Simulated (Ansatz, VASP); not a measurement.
## Two plane-wave programs on IrRh2

```
Ir Rh
1.0
     2.73187    0.00000    0.00000
    -1.36594    2.36587    0.00000
     0.00000    0.00000   13.22352
Ir Rh
2 4
Direct
  0.33333 0.66667 0.25000
  0.66667 0.33333 0.75000
  0.33333 0.66667 0.91597
  0.33333 0.66667 0.58403
  0.66667 0.33333 0.08403
  0.66667 0.33333 0.41596
```

Alike in both runs: task single point; functional PBE; k mesh 6 × 6 × 2; occupations gaussian, width 0.1 eV; no spin polarisation.

```csv
,VASP,Ansatz
version,VASP 6.6.1,Ansatz 0.2.0
potentials or method,"VASP PAW PBE potentials, release 64 (Ir, Rh_pv), cutoff 520 eV","scalar-relativistic, plane waves, PAW"
valence electrons in the cell,78,102
```

Ansatz gave:

| Property | Result |
| --- | --- |
| gap on the k mesh at the Fermi level (eV) | none |
| pressure (GPa) | 0.4 |
| traceless stress, the component that is largest in VASP (GPa) | -4.03 |
| rms of the force components (eV/Å) | 0.037 |

Question: Which values does VASP return?

Answer: gap on the k mesh at the Fermi level (eV): none; pressure (GPa): 0.6; traceless stress, the component that is largest in VASP (GPa): -4.00; rms of the force components (eV/Å): 0.025.

Atom by atom the forces differ by 0.011 eV/Å (rms over components). A gap of «none» marks a metal or a gap that the smearing closes. With one functional, cell and mesh, what is left measures potentials, basis and numerics. VASP's potentials hold 78 valence electrons a cell and Ansatz's 102, so a difference there can come from the potentials and not from the codes.

The k mesh is coarse, so the values compare programs but aren't converged. Spin-orbit coupling is off throughout.
